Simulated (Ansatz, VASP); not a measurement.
**MgO: VASP beside Ansatz**

```
Mg O
1.0
     0.00000    2.13800    2.13800
     2.13800    0.00000    2.13800
     2.13800    2.13800    0.00000
Mg O
1 1
Direct
  0.00000 0.00000 0.00000
  0.50000 0.50000 0.50000
```

Alike in both runs: task single point; functional PBE; k mesh 9 × 9 × 9; no spin polarisation.

|  | VASP | Ansatz |
| --- | --- | --- |
| version | VASP 6.6.1 | Ansatz 0.2.0 |
| potentials or method | VASP PAW PBE potentials, release 64 (Mg, O), cutoff 600 eV | PAW, plane waves, scalar-relativistic |
| occupations | gaussian, width 0.01 eV | fixed |
| valence electrons in the cell | 8 | 16 |

Ansatz gave:

- pressure (GPa): -2.3

Q: Which values does VASP return?

A: Pressure (GPa): -3.3.

VASP's potentials hold 8 valence electrons a cell and Ansatz's 16, so a difference there can come from the potentials and not from the codes.
